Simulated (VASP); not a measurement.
# TiAl (P4/mmm) in VASP: notebook

Runs on TiAl. Level: r2SCAN. Tasks: single point.

Program: VASP 6.6.1. These are calculated values, not measurements. Logs are shortened: lines on timing, memory, paths and dates and some standing lists are left out, and cuts for length are marked.

## Step 1: The cell of the first run

Symmetry: P4/mmm, No. 123, tetragonal system. The conventional cell has a = 3.454 Å, b = 3.454 Å, c = 2.694 Å, α = 90.00°, β = 90.00°, γ = 90.00°. Within 3.6 Å of Ti (site symmetry 4/mmm) lie 6 Ti at 2.69 to 3.45 Å and 8 Al at 2.79 Å. Within 3.6 Å of Al (site symmetry 4/mmm) lie 6 Al at 2.69 to 3.45 Å and 8 Ti at 2.79 Å.

## Step 2: Single point, r2SCAN

POSCAR reads:

```
TiAl
1.0
    3.4535658153      0.0000000000      0.0000000000
    0.0000000000      3.4535658153      0.0000000000
    0.0000000000      0.0000000000      2.6937813360
Ti Al
1 1
Direct
    0.0000000000      0.0000000000      0.0000000000
    0.5000000000      0.5000000000      0.5000000000
```

INCAR.step1 reads:

```
ALGO = Normal ; EDIFF = 1E-4
ENCUT = 520 ; GGA = PE
ISMEAR = 0 ; LASPH = True
LCHARG = False ; LREAL = False
LWAVE = True ; NBANDS = 14
NELM = 80 ; PREC = Accurate
SIGMA = 0.15
```

INCAR.step2 reads:

```
ALGO = Normal ; EDIFF = 1E-6
ENCUT = 520 ; ISIF = 2
ISMEAR = 0 ; ISTART = 1
LASPH = True ; LCHARG = True
LELF = True ; LMIXTAU = True
LREAL = False ; LVHAR = True
LWAVE = False ; METAGGA = R2SCAN
NBANDS = 14 ; NELM = 80
PREC = Accurate ; SIGMA = 0.15
```

KPOINTS reads:

```
k-points
0
Gamma
  16 16 16
```

Potentials or basis: VASP PAW PBE potentials, release 64 (Ti_sv, Al).

Started as:

```bash
> cat potpaw_PBE.64/Ti_sv/POTCAR potpaw_PBE.64/Al/POTCAR > POTCAR
> cp INCAR.step1 INCAR
> mpirun -np 1 vasp_std > vasp.out
> cp INCAR.step2 INCAR
> mpirun -np 1 vasp_std > vasp.out
```

OUTCAR:

```text
EDIFF = 1E-6
   ENCUT = 520
   ISIF = 2
   ISMEAR = 0
   ISTART = 1
   LASPH = True
   LREAL = False
   METAGGA = R2SCAN
   NELM = 80
   PREC = Accurate

 ion  position               nearest neighbor table
   1  0.000  0.000  0.000-   2 2.79   2 2.79   2 2.79   2 2.79   2 2.79   2 2.79   2 2.79   2 2.79

   2  0.500  0.500  0.500-   1 2.79   1 2.79   1 2.79   1 2.79   1 2.79   1 2.79   1 2.79   1 2.79

  LATTYP: Found a simple tetragonal cell.
 ALAT       =     3.4535658153
 C/A-ratio  =     0.7800000000

  Lattice vectors:

 A1 = (   3.4535658153,   0.0000000000,   0.0000000000)
 A2 = (   0.0000000000,   3.4535658153,   0.0000000000)
 A3 = (   0.0000000000,   0.0000000000,   2.6937813360)

Analysis of symmetry for initial positions (statically):
=====================================================================
 Subroutine PRICEL returns:
 Original cell was already a primitive cell.

 Routine SETGRP: Setting up the symmetry group for a
 simple tetragonal supercell.

 Subroutine GETGRP returns: Found 16 space group operations
 (whereof 16 operations were pure point group operations)
 out of a pool of 16 trial point group operations.

The static configuration has the point symmetry D_4h.

Analysis of symmetry for dynamics (positions and initial velocities):
=====================================================================
 Subroutine PRICEL returns:
 Original cell was already a primitive cell.

 Routine SETGRP: Setting up the symmetry group for a
 simple tetragonal supercell.

 Subroutine GETGRP returns: Found 16 space group operations
 (whereof 16 operations were pure point group operations)
 out of a pool of 16 trial point group operations.

The dynamic configuration has the point symmetry D_4h.

 Subroutine INISYM returns: Found 16 space group operations
 (whereof 16 operations are pure point group operations),
 and found     1 'primitive' translations

----------------------------------------------------------------------------------------

                                     Primitive cell

  volume of cell :      32.1290

  direct lattice vectors                    reciprocal lattice vectors
     3.453565815  0.000000000  0.000000000     0.289555796  0.000000000  0.000000000
     0.000000000  3.453565815  0.000000000     0.000000000  0.289555796  0.000000000
     0.000000000  0.000000000  2.693781336     0.000000000  0.000000000  0.371225380

  length of vectors
     3.453565815  3.453565815  2.693781336     0.289555796  0.289555796  0.371225380
[... 86 lines left out ...]
   NFREE  =      0    steps in history (QN), initial steepest desc. (CG)
   ISIF   =      2    stress and relaxation
   ISYM   =      2    0-nonsym 1-usesym 2-fastsym
   POTIM  = 0.5000    time-step for ionic-motion
   TEBEG  =    0.0;   TEEND  =   0.0 temperature during run
   PSTRESS=    0.0 pullay stress
   NELECT =      15.0000    total number of electrons
   NUPDOWN=      -1.0000    fix difference up-down
   EMIN   =  10.00;   EMAX   =-10.00  energy-range for DOS
   EFERMI =   0.00;   METHOD = LEGACY
   ISMEAR =     0;   SIGMA  =   0.15  broadening in eV -4-tet -1-fermi 0-gaus
   EFERMI_NEDOS =   21; number of points for ismear=-14 and -15
   IALGO  =     38    algorithm
   IMIX   =      4    mixing-type and parameters
     AMIX     =   0.40;   BMIX     =  1.00
     AMIX_MAG =   1.60;   BMIX_MAG =  1.00
  volume/ion in A,a.u.               =      16.06       108.41
  Fermi-wavevector in a.u.,A,eV,Ry     =   1.270007  2.399964 21.945065  1.612917
  Thomas-Fermi vector in A             =   2.403017
   LORBIT       =      0    0 simple, 1 ext, 2 COOP (PROOUT), +10 PAW based schemes
   METAGGA = R2SCAN    functional components
   LHFCALC =     F    Hartree Fock is set to
   AEXX    =    0.0000 exact exchange contribution
   IVDW    =     0    specifies the selected vdW correction
   LEPSILON=     F    determine dielectric tensor
   LRPA    =     F    only Hartree local field effects (RPA)
 non-spin polarized calculation
 Gauss-broadening in eV      SIGMA  =   0.15
  energy-cutoff  :      520.00
  volume of cell :       32.13
 maximum number of plane-waves:       886
 NGX is ok and might be reduce to    28

 number of electron      14.9999997 magnetization

 Free energy of the ion-electron system (eV)
  ---------------------------------------------------
  ext. energy  EPLUGINS =         0.00000000
  ---------------------------------------------------
  free energy    TOTEN  =       -20.26959177 eV

  energy without entropy =      -20.24859678  energy(sigma->0) =      -20.25909428

 E-fermi :   8.6698     XC(G=0): -11.8758

 val. band max:        8.6584628454   @ k =   0.3750   0.1875   0.5000
 cond. band min:       8.6726311983   @ k =   0.2500   0.2500   0.3750
 fundamental gap:      0.0141683529
 Fermi energy:         8.6698249331

 k-point     1 :       0.0000    0.0000    0.0000
  band No.  band energies     occupation
      1     -50.4351      2.00000
      2     -25.6966      2.00000
      3     -25.6966      2.00000
      4     -25.1651      2.00000
      5      -1.0936      2.00000
      6       6.9994      2.00000
      7       7.2052      2.00000
      8       9.8271      0.00000
      9      11.1558      0.00000
     10      11.1558      0.00000
     11      11.6598      0.00000
     12      11.6598      0.00000
     13      16.2512      0.00000
     14      17.5910      0.00000
[... 377 lines left out ...]
      1     -50.4285      2.00000
      2     -25.7816      2.00000
      3     -25.7008      2.00000
      4     -25.1600      2.00000
      5       1.6277      2.00000
      6       3.2755      2.00000
      7       7.5116      2.00000
      8       7.7020      2.00000
      9      11.1123      0.00000
     10      11.1464      0.00000
     11      11.6619      0.00000
     12      14.1001      0.00000
     13      15.3544      0.00000
     14      18.0742      0.00000

 [... further k-points ...]
[... 5 lines left out ...]
  --------------------------------------------------------------------------------------
  -------------------------------------------------------------------------------------
  Total       -0.2312378     -0.2312378      1.5823398      0.0000000     -0.0000000      0.0000000
  in kB      -11.5311221    -11.5311221     78.9064522      0.0000000     -0.0000000      0.0000000
  external PRESSURE =      18.6147360 kB  Pullay stress =       0.0000000 kB

 VOLUME and BASIS-vectors are now :
 -----------------------------------------------------------------------------
  energy-cutoff  :      520.00
  volume of cell :       32.13
      direct lattice vectors                 reciprocal lattice vectors
     3.453565815  0.000000000  0.000000000     0.289555796  0.000000000  0.000000000
     0.000000000  3.453565815  0.000000000     0.000000000  0.289555796  0.000000000
     0.000000000  0.000000000  2.693781336     0.000000000  0.000000000  0.371225380

 POSITION                                       TOTAL-FORCE (eV/Angst)
 -----------------------------------------------------------------------------------
      0.00000      0.00000      0.00000         0.000000      0.000000      0.000000
      1.72678      1.72678      1.34689         0.000000      0.000000      0.000000
 -----------------------------------------------------------------------------------
    total drift:                               -0.000000     -0.000000     -0.000000

  FREE ENERGIE OF THE ION-ELECTRON SYSTEM (eV)
  ---------------------------------------------------
  free  energy   TOTEN  =       -20.2695917717 eV

  energy  without entropy=      -20.2485967842  energy(sigma->0) =      -20.25909428
```

OSZICAR.step1:

```text
N       E                     dE             d eps       ncg     rms          rms(c)
DAV:   1     0.996968307652E+02    0.99697E+02   -0.70952E+03 11340   0.108E+03
DAV:   2    -0.790402140986E+01   -0.10760E+03   -0.10344E+03 11730   0.299E+02
DAV:   3    -0.134558840790E+02   -0.55519E+01   -0.54014E+01 17116   0.654E+01
DAV:   4    -0.136185455204E+02   -0.16266E+00   -0.16215E+00 13176   0.989E+00
DAV:   5    -0.136247038880E+02   -0.61584E-02   -0.61567E-02 16736   0.179E+00    0.978E+00
DAV:   6    -0.122011673630E+02    0.14235E+01   -0.49369E+00 12962   0.296E+01    0.305E+00
DAV:   7    -0.121047091510E+02    0.96458E-01   -0.47871E-01 12482   0.891E+00    0.192E+00
DAV:   8    -0.121019629207E+02    0.27462E-02   -0.74411E-02 14754   0.310E+00    0.632E-01
DAV:   9    -0.120977216663E+02    0.42413E-02   -0.19329E-02 12644   0.200E+00    0.307E-01
DAV:  10    -0.120975714883E+02    0.15018E-03   -0.15327E-03 12750   0.498E-01    0.707E-02
DAV:  11    -0.120975637013E+02    0.77870E-05   -0.36534E-04 14034   0.179E-01
   1 F= -.12097564E+02 E0= -.12084718E+02  d E =-.256906E-01
```

Run time: 13 min. Hardware: 1 thread of Intel Xeon 8259CL, shared host; peak memory 0.3 GiB.

What came out:

```yaml
Free_energy: -20.2696 eV
Pressure: 1.9 GPa
Band_gap_on_the_k_mesh: zero (an odd number of electrons rules out a gap without spin polarisation)
```

Stress tensor (GPa, compression positive):
```
-1.15  0.00  0.00
 0.00 -1.15  0.00
 0.00  0.00  7.89
```

Levels at points of the mesh, in eV from the Fermi level:
```csv
k point,band 4,band 5,band 6,band 7,band 8,band 9,band 10,band 11
"(0.00, 0.00, 0.00)",-33.83,-9.76,-1.67,-1.46,1.16,2.49,2.49,2.99
"(0.50, 0.00, 0.00)",-33.83,-7.14,-5.63,-0.95,-0.81,2.42,2.46,3.07
"(0.50, 0.50, 0.00)",-33.83,-6.25,-3.10,-3.10,-1.93,2.46,2.57,2.57
"(0.00, 0.00, 0.50)",-34.28,-4.84,-4.34,-0.41,-0.41,0.29,1.86,4.88
"(0.50, 0.00, 0.50)",-34.27,-4.32,-2.39,-0.93,-0.74,0.05,0.69,2.99
"(0.50, 0.50, 0.50)",-34.34,-3.06,-2.92,-2.92,1.50,2.78,2.94,2.94
```

Caveat: the stress differs along the axes, from -1 to 8 GPa; the PAW data sets were made with another functional, which shifts forces and pressure a little.

## Step 3: Single point, r2SCAN

This run uses another cell than the first one, of the same volume but with other edges.

POSCAR reads:

```
TiAl
1.0
    2.9128502204      0.0000000000      0.0000000000
    0.0000000000      2.9128502204      0.0000000000
    0.0000000000      0.0000000000      3.7867052866
Ti Al
1 1
Direct
    0.0000000000      0.0000000000      0.0000000000
    0.5000000000      0.5000000000      0.5000000000
```

INCAR.step1 reads:

```
SYSTEM = TiAl
PREC = Accurate
ENCUT = 520
ISMEAR = 0
SIGMA = 0.15
LREAL = .FALSE.
LASPH = .TRUE.
NELM = 100
NBANDS = 14
GGA = PE
ALGO = Normal
EDIFF = 1E-4
LWAVE = .TRUE.
LCHARG = .FALSE.
```

INCAR.step2 reads:

```
SYSTEM = TiAl
PREC = Accurate
ENCUT = 520
EDIFF = 1E-7
ISMEAR = 0
SIGMA = 0.15
LREAL = .FALSE.
LASPH = .TRUE.
NELM = 100
ALGO = Normal
ISIF = 2
LWAVE = .FALSE.
LCHARG = .FALSE.
METAGGA = R2SCAN
LMIXTAU = .TRUE.
NBANDS = 14
ISTART = 1
```

KPOINTS reads:

```
regular mesh
0
G
  16 16 16
  0 0 0
```

Potentials or basis: VASP PAW PBE potentials, release 64 (Ti_sv, Al).

Started as:

```bash
> cat potpaw_PBE.64/Ti_sv/POTCAR potpaw_PBE.64/Al/POTCAR > POTCAR
> cp INCAR.step1 INCAR
> mpirun -np 1 vasp_std > vasp.out
> cp INCAR.step2 INCAR
> mpirun -np 1 vasp_std > vasp.out
```

OUTCAR:

```text
SYSTEM = TiAl
   PREC = Accurate
   ENCUT = 520
   EDIFF = 1E-7
   ISMEAR = 0
   LREAL = .FALSE.
   LASPH = .TRUE.
   NELM = 100
   ISIF = 2
   METAGGA = R2SCAN
   ISTART = 1

 ion  position               nearest neighbor table
   1  0.000  0.000  0.000-   2 2.80   2 2.80   2 2.80   2 2.80   2 2.80   2 2.80   2 2.80   2 2.80

   2  0.500  0.500  0.500-   1 2.80   1 2.80   1 2.80   1 2.80   1 2.80   1 2.80   1 2.80   1 2.80

  LATTYP: Found a simple tetragonal cell.
 ALAT       =     2.9128502204
 C/A-ratio  =     1.3000000000

  Lattice vectors:

 A1 = (   2.9128502204,   0.0000000000,   0.0000000000)
[... 588 lines left out ...]
     11      12.7611      0.00000
     12      15.1795      0.00000
     13      15.7148      0.00000
     14      17.0830      0.00000

 [... further k-points ...]
[... 5 lines left out ...]
  --------------------------------------------------------------------------------------
  -------------------------------------------------------------------------------------
  Total       -0.5058147     -0.5058147      0.9109932      0.0000000      0.0000000      0.0000000
  in kB      -25.2234322    -25.2234322     45.4284494      0.0000000      0.0000000      0.0000000
  external PRESSURE =      -1.6728050 kB  Pullay stress =       0.0000000 kB

 VOLUME and BASIS-vectors are now :
 -----------------------------------------------------------------------------
  energy-cutoff  :      520.00
  volume of cell :       32.13
      direct lattice vectors                 reciprocal lattice vectors
     2.912850220  0.000000000  0.000000000     0.343306358  0.000000000  0.000000000
     0.000000000  2.912850220  0.000000000     0.000000000  0.343306358  0.000000000
     0.000000000  0.000000000  3.786705287     0.000000000  0.000000000  0.264081814

 POSITION                                       TOTAL-FORCE (eV/Angst)
 -----------------------------------------------------------------------------------
      0.00000      0.00000      0.00000         0.000000      0.000000      0.000000
      1.45643      1.45643      1.89335         0.000000      0.000000      0.000000
 -----------------------------------------------------------------------------------
    total drift:                                0.000000      0.000000      0.000000

  FREE ENERGIE OF THE ION-ELECTRON SYSTEM (eV)
  ---------------------------------------------------
  free  energy   TOTEN  =       -20.5445041004 eV

  energy  without entropy=      -20.5254239272  energy(sigma->0) =      -20.53496401
```

OUTCAR.step1:

```text
SYSTEM = TiAl
   PREC = Accurate
   ENCUT = 520
   ISMEAR = 0
   LREAL = .FALSE.
   LASPH = .TRUE.
[... 632 lines left out ...]
      0.00000      0.00000      0.00000         0.000000      0.000000      0.000000
      1.45643      1.45643      1.89335         0.000000      0.000000      0.000000
 -----------------------------------------------------------------------------------
    total drift:                                0.000000      0.000000      0.000000

  FREE ENERGIE OF THE ION-ELECTRON SYSTEM (eV)
  ---------------------------------------------------
  free  energy   TOTEN  =       -12.3513958203 eV

  energy  without entropy=      -12.3300440698  energy(sigma->0) =      -12.34071995
```

OSZICAR.step1:

```text
N       E                     dE             d eps       ncg     rms          rms(c)
DAV:   1     0.101178983749E+03    0.10118E+03   -0.71133E+03 11370   0.109E+03
DAV:   2    -0.830830403580E+01   -0.10949E+03   -0.10537E+03 11826   0.302E+02
DAV:   3    -0.138349534630E+02   -0.55266E+01   -0.54074E+01 16978   0.655E+01
DAV:   4    -0.139933729141E+02   -0.15842E+00   -0.15796E+00 13038   0.985E+00
DAV:   5    -0.139991165443E+02   -0.57436E-02   -0.57416E-02 16760   0.178E+00    0.986E+00
DAV:   6    -0.124865328023E+02    0.15126E+01   -0.57655E+00 13140   0.309E+01    0.326E+00
DAV:   7    -0.123624017899E+02    0.12413E+00   -0.57330E-01 12530   0.950E+00    0.190E+00
DAV:   8    -0.123564790734E+02    0.59227E-02   -0.10143E-01 14264   0.347E+00    0.696E-01
DAV:   9    -0.123514339426E+02    0.50451E-02   -0.24214E-02 12988   0.217E+00    0.270E-01
DAV:  10    -0.123514961703E+02   -0.62228E-04   -0.13628E-03 13980   0.406E-01    0.888E-02
DAV:  11    -0.123513946402E+02    0.10153E-03   -0.59312E-04 13870   0.277E-01    0.555E-02
DAV:  12    -0.123513958203E+02   -0.11801E-05   -0.34537E-05  6488   0.723E-02
   1 F= -.12351396E+02 E0= -.12340720E+02  d E =-.213518E-01
```

Run time: 12 min. Hardware: 1 thread of Intel Xeon 8259CL, shared host; peak memory 0.31 GiB.

What came out:

```yaml
Free_energy: -20.5445 eV
Pressure: -0.2 GPa
Band_gap_on_the_k_mesh: zero (an odd number of electrons rules out a gap without spin polarisation)
```

Levels at points of the mesh, in eV from the Fermi level:
```
           k point  band 5  band 6  band 7  band 8  band 9  band 10  band 11  band 12
(0.00, 0.00, 0.00)   -9.64   -1.78   -1.06    0.68    2.15     2.15     3.31     7.67
(0.50, 0.00, 0.00)   -5.26   -5.08   -1.36   -0.26    1.69     2.50     4.31     6.02
(0.50, 0.50, 0.00)   -3.74   -1.10   -1.10   -0.78   -0.04    -0.04     3.94     5.63
(0.00, 0.00, 0.50)   -7.68   -5.61   -0.73    1.47    1.51     1.51     3.35     7.68
(0.50, 0.00, 0.50)   -5.28   -3.10   -1.67   -1.39    1.81     2.05     2.06     4.69
(0.50, 0.50, 0.50)   -2.76   -2.76   -2.76    1.69    2.55     2.64     3.83     3.83
```

Caveat: the stress differs along the axes, from -3 to 5 GPa; the PAW data sets were made with another functional, which shifts forces and pressure a little.

[end of part 1 of 2]
